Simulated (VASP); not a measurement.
# Sn (Fd-3m) in VASP: a series of runs

The runs below take Sn through single point, relaxation of cell and atoms, with LDA.

Everything below comes from runs of VASP 6.6.1. Logs are shortened: lines on timing, memory, paths and dates and some standing lists are left out, and cuts for length are marked.

## (1) The cell of the first run

The structure is cubic, space group Fd-3m (No. 227). Conventional cell: a = 6.474 Å, b = 6.474 Å, c = 6.474 Å, α = 90.00°, β = 90.00°, γ = 90.00°. Sn (site symmetry -43m) has 4 Sn at 2.80 Å within 3.7 Å.

This isn't the form of Sn at room conditions, which is tetragonal (white tin).

## (2) Single point, LDA

The input, INCAR:

```
SYSTEM = Sn
PREC = Accurate
ENCUT = 520
EDIFF = 1E-6
ISMEAR = 0
SIGMA = 0.1
LREAL = .False.
LASPH = .True.
NELM = 80
ALGO = Fast
ISIF = 2
LWAVE = .False.
LCHARG = .False.
GGA = CA
NBANDS = 21
```

The input, KPOINTS:

```
Automatic mesh
0
Gamma
  12 12 12
  0 0 0
```

The input, POSCAR:

```
Sn
1.0
    0.0000000000      3.2370950742      3.2370950742
    3.2370950742      0.0000000000      3.2370950742
    3.2370950742      3.2370950742      0.0000000000
Sn
2
Direct
    0.0000000000      0.0000000000      0.0000000000
    0.2500000000      0.2500000000      0.2500000000
```

Potentials or basis: VASP PAW LDA potentials, release 64 (Sn_d).

Run with:

```console
cat potpaw_LDA.64/Sn_d/POTCAR > POTCAR
mpirun -np 1 vasp_std > vasp.out
```

OUTCAR:

```text
SYSTEM = Sn
   PREC = Accurate
   ENCUT = 520
   EDIFF = 1E-6
   ISMEAR = 0
   LREAL = .False.
   LASPH = .True.
   NELM = 80
   ISIF = 2
   GGA = CA

 ion  position               nearest neighbor table
   1  0.000  0.000  0.000-   2 2.80   2 2.80   2 2.80   2 2.80
   2  0.250  0.250  0.250-   1 2.80   1 2.80   1 2.80   1 2.80

  LATTYP: Found a face centered cubic cell.
 ALAT       =     6.4741901484

  Lattice vectors:

 A1 = (   0.0000000000,   3.2370950742,   3.2370950742)
 A2 = (   3.2370950742,   0.0000000000,   3.2370950742)
 A3 = (   3.2370950742,   3.2370950742,   0.0000000000)

Analysis of symmetry for initial positions (statically):
=====================================================================
 Subroutine PRICEL returns:
 Original cell was already a primitive cell.

 Routine SETGRP: Setting up the symmetry group for a
 face centered cubic supercell.

 Subroutine GETGRP returns: Found 48 space group operations
 (whereof 24 operations were pure point group operations)
 out of a pool of 48 trial point group operations.

The static configuration has the point symmetry T_d .
 The point group associated with its full space group is O_h .

Analysis of symmetry for dynamics (positions and initial velocities):
=====================================================================
 Subroutine PRICEL returns:
 Original cell was already a primitive cell.

 Routine SETGRP: Setting up the symmetry group for a
 face centered cubic supercell.

 Subroutine GETGRP returns: Found 48 space group operations
 (whereof 24 operations were pure point group operations)
 out of a pool of 48 trial point group operations.

The dynamic configuration has the point symmetry T_d .
 The point group associated with its full space group is O_h .

 Subroutine INISYM returns: Found 48 space group operations
 (whereof 24 operations are pure point group operations),
 and found     1 'primitive' translations

----------------------------------------------------------------------------------------

                                     Primitive cell

  volume of cell :      67.8416

  direct lattice vectors                    reciprocal lattice vectors
     0.000000000  3.237095074  3.237095074    -0.154459473  0.154459473  0.154459473
     3.237095074  0.000000000  3.237095074     0.154459473 -0.154459473  0.154459473
     3.237095074  3.237095074  0.000000000     0.154459473  0.154459473 -0.154459473

  length of vectors
     4.577943757  4.577943757  4.577943757     0.267531655  0.267531655  0.267531655

  position of ions in fractional coordinates (direct lattice)
     0.000000000  0.000000000  0.000000000
     0.250000000  0.250000000  0.250000000

  ion indices of the primitive-cell ions
   primitive index   ion index
                 1           1
                 2           2

----------------------------------------------------------------------------------------

 KPOINTS: Automatic mesh

Automatic generation of k-mesh.
 Grid dimensions read from file:
 generate k-points for:   12   12   12

 Generating k-lattice:

  Cartesian coordinates                     Fractional coordinates (reciprocal lattice)
    -0.012871623  0.012871623  0.012871623     0.083333333  0.000000000  0.000000000
     0.012871623 -0.012871623  0.012871623     0.000000000  0.083333333  0.000000000
     0.012871623  0.012871623 -0.012871623     0.000000000  0.000000000  0.083333333

  Length of vectors
     0.022294305  0.022294305  0.022294305

  Shift w.r.t. Gamma in fractional coordinates (k-lattice)
     0.000000000  0.000000000  0.000000000

 Subroutine IBZKPT returns following result:
 ===========================================

 Found     72 irreducible k-points:

 Following reciprocal coordinates:
            Coordinates               Weight
  0.000000  0.000000  0.000000      1.000000
  0.083333  0.000000  0.000000      8.000000
  0.166667  0.000000  0.000000      8.000000
  0.250000  0.000000  0.000000      8.000000
  0.333333  0.000000  0.000000      8.000000
  0.416667  0.000000  0.000000      8.000000
[... 16 lines left out ...]
  0.500000  0.166667  0.000000     24.000000
 -0.416667  0.166667  0.000000     24.000000
 [... further k-points ...]
   k-points           NKPTS =     72   k-points in BZ     NKDIM =     72   number of bands    NBANDS=     21
   number of dos      NEDOS =    301   number of ions     NIONS =      2
   total plane-waves  NPLWV =  46656
   dimension x,y,z NGX =    36 NGY =   36 NGZ =   36
   dimension x,y,z NGXF=    72 NGYF=   72 NGZF=   72
   ions per type =               2
   NGX,Y,Z   is equivalent  to a cutoff of  13.07, 13.07, 13.07 a.u.
   NGXF,Y,Z  is equivalent  to a cutoff of  26.15, 26.15, 26.15 a.u.
 SYSTEM =  Sn
   PREC   = accura    normal or accurate (medium, high low for compatibility)
   ISTART =      0    job   : 0-new  1-cont  2-samecut
   ICHARG =      2    charge: 1-file 2-atom 10-const
   ISPIN  =      1    spin polarized calculation?
   LNONCOLLINEAR =      F non collinear calculations
   LSORBIT =      F    spin-orbit coupling
   LASPH  =      T    aspherical Exc in radial PAW
   ENCUT  =  520.0 eV  38.22 Ry    6.18 a.u.   8.51  8.51  8.51*2*pi/ulx,y,z
   NELM   =     80;   NELMIN=  2; NELMDL= -5     # of ELM steps
   EDIFF  = 0.1E-05   stopping-criterion for ELM
   LREAL  =      F    real-space projection
   EDIFFG = 0.1E-04   stopping-criterion for IOM
   NSW    =      0    number of steps for IOM
   IBRION =     -1    ionic relax: 0-MD 1-quasi-New 2-CG
   NFREE  =      0    steps in history (QN), initial steepest desc. (CG)
   ISIF   =      2    stress and relaxation
   ISYM   =      2    0-nonsym 1-usesym 2-fastsym
   POTIM  = 0.5000    time-step for ionic-motion
   TEBEG  =    0.0;   TEEND  =   0.0 temperature during run
   PSTRESS=    0.0 pullay stress
   NELECT =      28.0000    total number of electrons
   NUPDOWN=      -1.0000    fix difference up-down
   EMIN   =  10.00;   EMAX   =-10.00  energy-range for DOS
   EFERMI =   0.00;   METHOD = LEGACY
   ISMEAR =     0;   SIGMA  =   0.10  broadening in eV -4-tet -1-fermi 0-gaus
   EFERMI_NEDOS =   21; number of points for ismear=-14 and -15
   IALGO  =     68    algorithm
   IMIX   =      4    mixing-type and parameters
     AMIX     =   0.40;   BMIX     =  1.00
     AMIX_MAG =   1.60;   BMIX_MAG =  1.00
  volume/ion in A,a.u.               =      33.92       228.91
  Fermi-wavevector in a.u.,A,eV,Ry     =   1.218883  2.303355 20.213849  1.485676
  Thomas-Fermi vector in A             =   2.354154
   LORBIT       =      0    0 simple, 1 ext, 2 COOP (PROOUT), +10 PAW based schemes
   GGA     = CA    functional components
   LHFCALC =     F    Hartree Fock is set to
   AEXX    =    0.0000 exact exchange contribution
   IVDW    =     0    specifies the selected vdW correction
   LEPSILON=     F    determine dielectric tensor
   LRPA    =     F    only Hartree local field effects (RPA)
 non-spin polarized calculation
 RMM-DIIS sequential band-by-band and
 Gauss-broadening in eV      SIGMA  =   0.10
  energy-cutoff  :      520.00
  volume of cell :       67.84
 maximum number of plane-waves:      1853
 NGX is ok and might be reduce to    36
   NGX = 17   NGY = 17   NGZ = 17

 number of electron      28.0000006 magnetization

 Free energy of the ion-electron system (eV)
  ---------------------------------------------------
  ext. energy  EPLUGINS =         0.00000000
  ---------------------------------------------------
  free energy    TOTEN  =        -8.94264438 eV

  energy without entropy =       -8.94144822  energy(sigma->0) =       -8.94204630

 E-fermi :   5.4267     XC(G=0):  -9.2251

 val. band max:        5.3993444880   @ k =   0.4167   0.0000   0.0000
 cond. band min:       5.5282291817   @ k =   0.0000   0.0000   0.0000
 fundamental gap:      0.1288846937
 Fermi energy:         5.4267033713

 k-point     1 :       0.0000    0.0000    0.0000
  band No.  band energies     occupation
      1     -16.1860      2.00000
      2     -16.1860      2.00000
      3     -16.1860      2.00000
      4     -16.1234      2.00000
      5     -16.1234      2.00000
      6     -15.8053      2.00000
[... 13 lines left out ...]
     20      13.5033      0.00000
     21      13.5103      0.00000

 k-point     2 :       0.0833    0.0000    0.0000
  band No.  band energies     occupation
      1     -16.1917      2.00000
      2     -16.1917      2.00000
      3     -16.1842      2.00000
      4     -16.1156      2.00000
      5     -16.1156      2.00000
      6     -15.8187      2.00000
[... 13 lines left out ...]
     20      12.8333      0.00000
     21      12.8333      0.00000

 k-point     3 :       0.1667    0.0000    0.0000
  band No.  band energies     occupation
      1     -16.2026      2.00000
      2     -16.2026      2.00000
      3     -16.1794      2.00000
      4     -16.0991      2.00000
      5     -16.0991      2.00000
      6     -15.8356      2.00000
[... 13 lines left out ...]
     20      12.3771      0.00000
     21      12.3771      0.00000

 k-point     4 :       0.2500    0.0000    0.0000
  band No.  band energies     occupation
      1     -16.2122      2.00000
      2     -16.2122      2.00000
      3     -16.1726      2.00000
      4     -16.0826      2.00000
      5     -16.0826      2.00000
      6     -15.8498      2.00000
[... 13 lines left out ...]
     20      12.3449      0.00000
     21      12.3449      0.00000

 k-point     5 :       0.3333    0.0000    0.0000
  band No.  band energies     occupation
      1     -16.2187      2.00000
      2     -16.2187      2.00000
      3     -16.1656      2.00000
      4     -16.0701      2.00000
      5     -16.0701      2.00000
      6     -15.8595      2.00000
[... 13 lines left out ...]
     20      12.7953      0.00000
     21      12.7953      0.00000

 k-point     6 :       0.4167    0.0000    0.0000
  band No.  band energies     occupation
      1     -16.2222      2.00000
      2     -16.2222      2.00000
      3     -16.1603      2.00000
      4     -16.0631      2.00000
      5     -16.0631      2.00000
      6     -15.8644      2.00000
[... 13 lines left out ...]
     20      13.6009      0.00000
     21      13.6010      0.00000

 k-point     7 :       0.5000    0.0000    0.0000
  band No.  band energies     occupation
      1     -16.2232      2.00000
      2     -16.2232      2.00000
      3     -16.1583      2.00000
      4     -16.0610      2.00000
      5     -16.0610      2.00000
      6     -15.8658      2.00000
[... 13 lines left out ...]
     20      14.2330      0.00000
     21      14.2552      0.00000
[... 291 lines left out ...]
      1     -16.2148      2.00000
      2     -16.2086      2.00000
      3     -16.1844      2.00000
      4     -16.0870      2.00000
      5     -16.0503      2.00000
      6     -15.9074      2.00000
[... 13 lines left out ...]
     20      12.6526      0.00000
     21      13.6664      0.00000

 k-point    21 :       0.3333    0.1667    0.0000
  band No.  band energies     occupation
      1     -16.2293      2.00000
      2     -16.2167      2.00000
      3     -16.1669      2.00000
      4     -16.0708      2.00000
      5     -16.0336      2.00000
      6     -15.9229      2.00000
[... 13 lines left out ...]
     20      13.0642      0.00000
     21      13.8237      0.00000

 k-point    22 :       0.4167    0.1667    0.0000
  band No.  band energies     occupation
      1     -16.2404      2.00000
      2     -16.2235      2.00000
      3     -16.1478      2.00000
      4     -16.0555      2.00000
      5     -16.0264      2.00000
      6     -15.9268      2.00000
[... 13 lines left out ...]
     20      13.7112      0.00000
     21      14.3733      0.00000

 k-point    23 :       0.5000    0.1667    0.0000
  band No.  band energies     occupation
      1     -16.2467      2.00000
      2     -16.2285      2.00000
      3     -16.1318      2.00000
      4     -16.0423      2.00000
      5     -16.0307      2.00000
      6     -15.9177      2.00000
[... 13 lines left out ...]
     20      14.0939      0.00000
     21      14.3587      0.00000

 k-point    24 :      -0.4167    0.1667    0.0000
  band No.  band energies     occupation
      1     -16.2473      2.00000
      2     -16.2315      2.00000
      3     -16.1241      2.00000
      4     -16.0434      2.00000
      5     -16.0332      2.00000
      6     -15.8980      2.00000
[... 13 lines left out ...]
     20      13.3071      0.00000
     21      13.4429      0.00000

 [... further k-points ...]

------------------------ aborting loop because EDIFF is reached ----------------------------------------

  FORCE on cell =-STRESS in cart. coord.  units (eV):
  Direction    XX          YY          ZZ          XY          YZ          ZX
  --------------------------------------------------------------------------------------
  -------------------------------------------------------------------------------------
  Total       -0.0080670     -0.0080670     -0.0080670     -0.0000000      0.0000000     -0.0000000
  in kB       -0.1905128     -0.1905128     -0.1905128     -0.0000000      0.0000000     -0.0000000
  external PRESSURE =      -0.1905128 kB  Pullay stress =       0.0000000 kB

 VOLUME and BASIS-vectors are now :
 -----------------------------------------------------------------------------
  energy-cutoff  :      520.00
  volume of cell :       67.84
      direct lattice vectors                 reciprocal lattice vectors
     0.000000000  3.237095074  3.237095074    -0.154459473  0.154459473  0.154459473
     3.237095074  0.000000000  3.237095074     0.154459473 -0.154459473  0.154459473
     3.237095074  3.237095074  0.000000000     0.154459473  0.154459473 -0.154459473

 POSITION                                       TOTAL-FORCE (eV/Angst)
 -----------------------------------------------------------------------------------
      0.00000      0.00000      0.00000        -0.000000      0.000000     -0.000000
      1.61855      1.61855      1.61855         0.000000     -0.000000      0.000000
 -----------------------------------------------------------------------------------
    total drift:                                0.000000      0.000000      0.000000

  FREE ENERGIE OF THE ION-ELECTRON SYSTEM (eV)
  ---------------------------------------------------
  free  energy   TOTEN  =        -8.9426443847 eV

  energy  without entropy=       -8.9414482231  energy(sigma->0) =       -8.94204630
```

Run time: 2 min. Hardware: 1 thread of AMD EPYC 7R13, shared host; peak memory 0.19 GiB.

Results:

| Item | Value |
| --- | --- |
| Free energy | -8.9426 eV |
| Pressure | 0.0 GPa |
| Band gap on the k mesh | zero (bands 14 and 15 overlap by 0.17 eV) |

Caveat: spin-orbit coupling is left out, which moves the levels of the heavy elements.

[end of part 1 of 2]
